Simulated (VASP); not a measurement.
# Ag (I4/mmm) in VASP: further runs

Runs on Ag. Level: LDA. Tasks: single point.

All numbers are computed with VASP 6.6.1; they aren't measurements. Logs are shortened: lines on timing, memory, paths and dates and some standing lists are left out, and cuts for length are marked.

### Step 1. The cell of the first run

It takes space group I4/mmm (No. 139, tetragonal). The conventional cell has a = 3.394 Å, b = 3.394 Å, c = 3.146 Å, α = 90.00°, β = 90.00°, γ = 90.00°. Ag (site symmetry 4/mmm) has 14 Ag at 2.87 to 3.39 Å within 3.8 Å.

### Step 2. Single point, LDA (strain +0.025 along x and y, -0.050 along z)

Contents of INCAR:

```
PREC = Accurate
ENCUT = 520
EDIFF = 1E-6
ISMEAR = 0
SIGMA = 0.15
LREAL = False
LASPH = True
NELM = 80
ALGO = Normal
ISIF = 2
LWAVE = False
LCHARG = False
NBANDS = 12
```

Contents of KPOINTS:

```
regular mesh
0
Gamma
  20 20 20
```

Contents of POSCAR:

```
Ag
1.0
   -1.6970453500      1.6970453500      1.5728713000
    1.6970453500     -1.6970453500      1.5728713000
    1.6970453500      1.6970453500     -1.5728713000
Ag
1
Direct
    0.0000000000      0.0000000000      0.0000000000
```

Potentials or basis: VASP PAW LDA potentials, release 64 (Ag).

Launch:

```sh
cat potpaw_LDA.64/Ag/POTCAR > POTCAR
mpirun -np 1 vasp_std > vasp.out
```

OUTCAR:

```text
PREC = Accurate
   ENCUT = 520
   EDIFF = 1E-6
   ISMEAR = 0
   LREAL = False
   LASPH = True
   NELM = 80
   ISIF = 2

 ion  position               nearest neighbor table
   1  0.000  0.000  0.000-

  LATTYP: Found a body centered tetragonal cell.
 ALAT       =     3.3940907000
 C/A-ratio  =     0.9268292683

  Lattice vectors:

 A1 = (  -1.6970453500,   1.6970453500,   1.5728713000)
 A2 = (   1.6970453500,  -1.6970453500,   1.5728713000)
 A3 = (   1.6970453500,   1.6970453500,  -1.5728713000)

Analysis of symmetry for initial positions (statically):
=====================================================================
 Subroutine PRICEL returns:
 Original cell was already a primitive cell.

 Routine SETGRP: Setting up the symmetry group for a
 body centered tetragonal supercell.

 Subroutine GETGRP returns: Found 16 space group operations
 (whereof 16 operations were pure point group operations)
 out of a pool of 16 trial point group operations.

The static configuration has the point symmetry D_4h.

Analysis of symmetry for dynamics (positions and initial velocities):
=====================================================================
 Subroutine PRICEL returns:
 Original cell was already a primitive cell.

 Routine SETGRP: Setting up the symmetry group for a
 body centered tetragonal supercell.

 Subroutine GETGRP returns: Found 16 space group operations
 (whereof 16 operations were pure point group operations)
 out of a pool of 16 trial point group operations.

The dynamic configuration has the point symmetry D_4h.

 Subroutine INISYM returns: Found 16 space group operations
 (whereof 16 operations are pure point group operations),
 and found     1 'primitive' translations

----------------------------------------------------------------------------------------

                                     Primitive cell

  volume of cell :      18.1192

  direct lattice vectors                    reciprocal lattice vectors
    -1.697045350  1.697045350  1.572871300     0.000000000  0.294629722  0.317889963
     1.697045350 -1.697045350  1.572871300     0.294629722  0.000000000  0.317889963
     1.697045350  1.697045350 -1.572871300     0.294629722  0.294629722  0.000000000

  length of vectors
     2.869468586  2.869468586  2.869468586     0.433429005  0.433429005  0.416669349

  position of ions in fractional coordinates (direct lattice)
     0.000000000  0.000000000  0.000000000

  ion indices of the primitive-cell ions
   primitive index   ion index
                 1           1

----------------------------------------------------------------------------------------

 KPOINTS: regular mesh

Automatic generation of k-mesh.
 Grid dimensions read from file:
 generate k-points for:   20   20   20

 Generating k-lattice:

  Cartesian coordinates                     Fractional coordinates (reciprocal lattice)
     0.000000000  0.014731486  0.015894498     0.050000000  0.000000000  0.000000000
     0.014731486  0.000000000  0.015894498     0.000000000  0.050000000  0.000000000
     0.014731486  0.014731486  0.000000000     0.000000000  0.000000000  0.050000000

  Length of vectors
     0.021671450  0.021671450  0.020833467

  Shift w.r.t. Gamma in fractional coordinates (k-lattice)
     0.000000000  0.000000000  0.000000000

 Subroutine IBZKPT returns following result:
 ===========================================

 Found    641 irreducible k-points:

 Following reciprocal coordinates:
            Coordinates               Weight
  0.000000  0.000000  0.000000      1.000000
  0.050000  0.000000 -0.000000      8.000000
  0.100000  0.000000 -0.000000      8.000000
  0.150000  0.000000 -0.000000      8.000000
  0.200000  0.000000 -0.000000      8.000000
  0.250000  0.000000 -0.000000      8.000000
[... 16 lines left out ...]
 -0.400000  0.050000  0.000000     16.000000
 -0.350000  0.050000 -0.000000     16.000000
 [... further k-points ...]
   k-points           NKPTS =    641   k-points in BZ     NKDIM =    641   number of bands    NBANDS=     12
   number of dos      NEDOS =    301   number of ions     NIONS =      1
   total plane-waves  NPLWV =  13824
   dimension x,y,z NGX =    24 NGY =   24 NGZ =   24
   dimension x,y,z NGXF=    48 NGYF=   48 NGZF=   48
   ions per type =               1
   NGX,Y,Z   is equivalent  to a cutoff of  13.90, 13.90, 13.90 a.u.
   NGXF,Y,Z  is equivalent  to a cutoff of  27.81, 27.81, 27.81 a.u.
 SYSTEM =  unknown system
   PREC   = accura    normal or accurate (medium, high low for compatibility)
   ISTART =      0    job   : 0-new  1-cont  2-samecut
   ICHARG =      2    charge: 1-file 2-atom 10-const
   ISPIN  =      1    spin polarized calculation?
   LNONCOLLINEAR =      F non collinear calculations
   LSORBIT =      F    spin-orbit coupling
   LASPH  =      T    aspherical Exc in radial PAW
   ENCUT  =  520.0 eV  38.22 Ry    6.18 a.u.   5.34  5.34  5.34*2*pi/ulx,y,z
   NELM   =     80;   NELMIN=  2; NELMDL= -5     # of ELM steps
   EDIFF  = 0.1E-05   stopping-criterion for ELM
   LREAL  =      F    real-space projection
   EDIFFG = 0.1E-04   stopping-criterion for IOM
   NSW    =      0    number of steps for IOM
   IBRION =     -1    ionic relax: 0-MD 1-quasi-New 2-CG
   NFREE  =      0    steps in history (QN), initial steepest desc. (CG)
   ISIF   =      2    stress and relaxation
   ISYM   =      2    0-nonsym 1-usesym 2-fastsym
   POTIM  = 0.5000    time-step for ionic-motion
   TEBEG  =    0.0;   TEEND  =   0.0 temperature during run
   PSTRESS=    0.0 pullay stress
   NELECT =      11.0000    total number of electrons
   NUPDOWN=      -1.0000    fix difference up-down
   EMIN   =  10.00;   EMAX   =-10.00  energy-range for DOS
   EFERMI =   0.00;   METHOD = LEGACY
   ISMEAR =     0;   SIGMA  =   0.15  broadening in eV -4-tet -1-fermi 0-gaus
   EFERMI_NEDOS =   21; number of points for ismear=-14 and -15
   IALGO  =     38    algorithm
   IMIX   =      4    mixing-type and parameters
     AMIX     =   0.40;   BMIX     =  1.00
     AMIX_MAG =   1.60;   BMIX_MAG =  1.00
  volume/ion in A,a.u.               =      18.12       122.27
  Fermi-wavevector in a.u.,A,eV,Ry     =   1.386199  2.619537 26.144258  1.921549
  Thomas-Fermi vector in A             =   2.510538
   LORBIT       =      0    0 simple, 1 ext, 2 COOP (PROOUT), +10 PAW based schemes
   GGA     = CA    functional components
   LHFCALC =     F    Hartree Fock is set to
   AEXX    =    0.0000 exact exchange contribution
   IVDW    =     0    specifies the selected vdW correction
   LEPSILON=     F    determine dielectric tensor
   LRPA    =     F    only Hartree local field effects (RPA)
 non-spin polarized calculation
 Gauss-broadening in eV      SIGMA  =   0.15
  energy-cutoff  :      520.00
  volume of cell :       18.12
 maximum number of plane-waves:       505
 NGX is ok and might be reduce to    24
   NGX = 11   NGY = 11   NGZ = 11

 number of electron      11.0000001 magnetization

 Free energy of the ion-electron system (eV)
  ---------------------------------------------------
  ext. energy  EPLUGINS =         0.00000000
  ---------------------------------------------------
  free energy    TOTEN  =        -3.66692726 eV

  energy without entropy =       -3.66344284  energy(sigma->0) =       -3.66518505

 E-fermi :   7.3261     XC(G=0): -12.2285

 val. band max:        7.2866186961   @ k =   0.5000   0.1500   0.0500
 cond. band min:       7.3310973614   @ k =   0.5000   0.1000   0.0500
 fundamental gap:      0.0444786653
 Fermi energy:         7.3261494115

 k-point     1 :       0.0000    0.0000    0.0000
  band No.  band energies     occupation
      1      -0.0642      2.00000
      2       2.4440      2.00000
      3       2.7841      2.00000
      4       2.7841      2.00000
      5       3.6568      2.00000
      6       4.0417      2.00000
      7      24.5685      0.00000
      8      24.5685      0.00000
      9      26.0196      0.00000
     10      29.7878      0.00000
     11      29.7878      0.00000
     12      30.6909      0.00000

 k-point     2 :       0.0500    0.0000   -0.0000
  band No.  band energies     occupation
      1       0.0174      2.00000
      2       2.4573      2.00000
      3       2.7837      2.00000
      4       2.7940      2.00000
      5       3.6606      2.00000
      6       4.0237      2.00000
      7      24.5003      0.00000
      8      24.6116      0.00000
      9      25.8044      0.00000
     10      28.9960      0.00000
     11      29.2943      0.00000
     12      30.0177      0.00000

 k-point     3 :       0.1000    0.0000   -0.0000
  band No.  band energies     occupation
      1       0.2558      2.00000
      2       2.4633      2.00000
      3       2.7824      2.00000
      4       2.8582      2.00000
      5       3.6740      2.00000
      6       3.9779      2.00000
      7      24.1811      0.00000
      8      24.7287      0.00000
      9      25.0692      0.00000
     10      28.1255      0.00000
     11      28.2149      0.00000
     12      28.9398      0.00000

 k-point     4 :       0.1500    0.0000   -0.0000
  band No.  band energies     occupation
      1       0.6261      2.00000
      2       2.4136      2.00000
      3       2.7898      2.00000
      4       3.0247      2.00000
      5       3.7015      2.00000
      6       3.9249      2.00000
      7      23.1207      0.00000
      8      24.1315      0.00000
      9      24.8715      0.00000
     10      26.9781      0.00000
     11      27.4562      0.00000
     12      28.5934      0.00000

 k-point     5 :       0.2000    0.0000   -0.0000
  band No.  band energies     occupation
      1       1.0577      2.00000
      2       2.3185      2.00000
      3       2.8633      2.00000
      4       3.2808      2.00000
      5       3.7444      2.00000
      6       3.8877      2.00000
      7      21.3219      0.00000
      8      23.2926      0.00000
      9      24.8207      0.00000
     10      25.9387      0.00000
     11      27.0067      0.00000
     12      28.9651      0.00000

 k-point     6 :       0.2500    0.0000   -0.0000
  band No.  band energies     occupation
      1       1.3913      2.00000
      2       2.2035      2.00000
      3       3.1621      2.00000
      4       3.5946      2.00000
      5       3.7858      2.00000
      6       3.8926      2.00000
      7      19.3183      0.00000
      8      22.4295      0.00000
      9      24.0075      0.00000
     10      25.7220      0.00000
     11      26.8199      0.00000
     12      29.7018      0.00000

 k-point     7 :       0.3000    0.0000   -0.0000
  band No.  band energies     occupation
      1       1.4975      2.00000
      2       2.0869      2.00000
      3       3.7837      2.00000
      4       3.8391      2.00000
      5       3.9338      2.00000
      6       3.9581      2.00000
      7      17.2995      0.00000
      8      21.6265      0.00000
      9      22.9356      0.00000
     10      25.8612      0.00000
     11      26.7991      0.00000
     12      30.6102      0.00000

 k-point     8 :       0.3500    0.0000    0.0000
  band No.  band energies     occupation
      1       1.4569      2.00000
      2       1.9823      2.00000
      3       3.8044      2.00000
      4       4.0349      2.00000
      5       4.2627      2.00000
      6       4.7826      2.00000
      7      15.3526      0.00000
      8      20.9529      0.00000
      9      21.9786      0.00000
     10      26.0212      0.00000
     11      26.8703      0.00000
     12      31.3710      0.00000
[... 166 lines left out ...]
 k-point    20 :       0.4500    0.0500   -0.0000
  band No.  band energies     occupation
      1       1.3305      2.00000
      2       1.8492      2.00000
      3       3.7928      2.00000
      4       4.1527      2.00000
      5       4.6942      2.00000
      6       7.5625      0.02583
      7      11.5538      0.00000
      8      19.8113      0.00000
      9      20.4364      0.00000
     10      26.3839      0.00000
     11      27.4926      0.00000
     12      31.1478      0.00000

 k-point    21 :       0.5000    0.0500    0.0000
  band No.  band energies     occupation
      1       1.3322      2.00000
      2       1.8508      2.00000
      3       3.8125      2.00000
      4       4.1243      2.00000
      5       4.6940      2.00000
      6       7.5173      0.07144
      7      11.6128      0.00000
      8      19.7761      0.00000
      9      20.4510      0.00000
     10      26.3895      0.00000
     11      27.5231      0.00000
     12      31.3713      0.00000

 k-point    22 :      -0.4500    0.0500    0.0000
  band No.  band energies     occupation
      1       1.3792      2.00000
      2       1.8873      2.00000
      3       3.8272      2.00000
      4       4.0582      2.00000
      5       4.5516      2.00000
      6       6.5892      2.00000
      7      12.8429      0.00000
      8      19.9557      0.00000
      9      20.7541      0.00000
     10      26.3410      0.00000
     11      27.5057      0.00000
     12      31.7393      0.00000

 k-point    23 :      -0.4000    0.0500    0.0000
  band No.  band energies     occupation
      1       1.4574      2.00000
      2       1.9552      2.00000
      3       3.8344      2.00000
      4       3.9569      2.00000
      5       4.2811      2.00000
      6       5.5088      2.00000
      7      14.5336      0.00000
      8      20.3315      0.00000
      9      21.3227      0.00000
     10      26.2395      0.00000
     11      27.4810      0.00000
     12      32.2213      0.00000

 k-point    24 :      -0.3500    0.0500   -0.0000
  band No.  band energies     occupation
      1       1.5302      2.00000
      2       2.0484      2.00000
      3       3.7376      2.00000
      4       3.8233      2.00000
      5       3.9746      2.00000
      6       4.6044      2.00000
      7      16.4225      0.00000
      8      20.8700      0.00000
      9      22.1155      0.00000
     10      26.0932      0.00000
     11      27.5027      0.00000
     12      31.6619      0.00000

 [... further k-points ...]
[... 5 lines left out ...]
  --------------------------------------------------------------------------------------
  -------------------------------------------------------------------------------------
  Total       -1.2422306     -1.2422306     -1.3039663      0.0000000      0.0000000      0.0000000
  in kB     -109.8430849   -109.8430849   -115.3020126      0.0000000      0.0000000      0.0000000
  external PRESSURE =    -111.6627275 kB  Pullay stress =       0.0000000 kB

 VOLUME and BASIS-vectors are now :
 -----------------------------------------------------------------------------
  energy-cutoff  :      520.00
  volume of cell :       18.12
      direct lattice vectors                 reciprocal lattice vectors
    -1.697045350  1.697045350  1.572871300     0.000000000  0.294629722  0.317889963
     1.697045350 -1.697045350  1.572871300     0.294629722  0.000000000  0.317889963
     1.697045350  1.697045350 -1.572871300     0.294629722  0.294629722  0.000000000

 POSITION                                       TOTAL-FORCE (eV/Angst)
 -----------------------------------------------------------------------------------
      0.00000      0.00000      0.00000        -0.000000      0.000000      0.000000
 -----------------------------------------------------------------------------------
    total drift:                               -0.000000      0.000000      0.000000

  FREE ENERGIE OF THE ION-ELECTRON SYSTEM (eV)
  ---------------------------------------------------
  free  energy   TOTEN  =        -3.6669272602 eV

  energy  without entropy=       -3.6634428410  energy(sigma->0) =       -3.66518505
```

Run time: 2.9 min. Hardware: 1 thread of Intel Xeon 8259CL, shared host; peak memory 0.24 GiB.

What came out:

```
Free energy            : -3.6669 eV
Pressure               : -11.2 GPa
Band gap on the k mesh : zero (an odd number of electrons rules out a gap without spin polarisation)
```

Levels at points of the mesh, in eV from the Fermi level:
| k point | band 3 | band 4 | band 5 | band 6 | band 7 | band 8 | band 9 | band 10 |
| --- | --- | --- | --- | --- | --- | --- | --- | --- |
| (0.00, 0.00, 0.00) | -4.54 | -4.54 | -3.67 | -3.28 | 17.24 | 17.24 | 18.69 | 22.46 |
| (0.50, 0.00, 0.00) | -3.51 | -3.15 | -2.53 | 0.20 | 4.05 | 12.71 | 13.27 | 18.93 |
| (0.50, 0.50, 0.00) | -3.77 | -3.44 | -2.58 | -0.24 | 3.30 | 13.97 | 14.99 | 20.20 |
| (0.50, 0.50, 0.50) | -2.78 | -2.78 | -2.68 | 5.95 | 5.95 | 8.13 | 11.30 | 12.43 |

Caveat: the cell differs from its parent crystal (strain +0.025 along x and y, -0.050 along z); the cell stands under tension.

(Continued in part 2 of 2.)
